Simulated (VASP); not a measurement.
A run of VASP 6.6.1 is set up as follows.

Contents of INCAR:

```
  PREC = Accurate
  ENCUT = 520
  EDIFF = 1E-8
  ISMEAR = -1
  SIGMA = 0.08
  LREAL = F
  LASPH = T
  NELM = 100
  ALGO = Normal
  ISIF = 2
  LWAVE = F
  LCHARG = F
  GGA = CA
  LEFG = T
  NBANDS = 11
```

The input KPOINTS:

```
regular mesh
0
Gamma
  11 11 11
```

File POSCAR:

```
Si
1.0
    0.0543094000      2.7426247000      2.7426247000
    2.7426247000      0.0543094000      2.7426247000
    2.7426247000      2.7426247000      0.0543094000
Si
2
Direct
    0.5000000000      0.5000000000      0.5000000000
    0.7500000000      0.7500000000      0.7500000000
```

Potentials or basis: VASP PAW LDA potentials, release 64 (Si).

Launch:

```console
$ cat potpaw_LDA.64/Si/POTCAR > POTCAR
$ mpirun -np 1 vasp_std > vasp.out
```

Task: What does it give for the pressure?

Result: -1.3 GPa.

Task: Predict the largest force.

Result: 0.291 eV/Å.

Task: Estimate the band gap on the k mesh.

Result: 0.43 eV, indirect (least direct gap 2.09 eV).

Electric field gradients, principal values (V/Å²):
| atom | least | middle | greatest (by size) |
| --- | --- | --- | --- |
| 1 Si | -4.091 | -4.091 | 8.182 |
| 2 Si | -4.091 | -4.091 | 8.182 |

Caveat: the cell differs from its parent crystal (equal xy, yz and zx shear strains of +2 %); without QUAD_EFG the Cq values of the log hold for a quadrupole moment of 1 mb, not for the nuclei. A k mesh can miss the band edges.
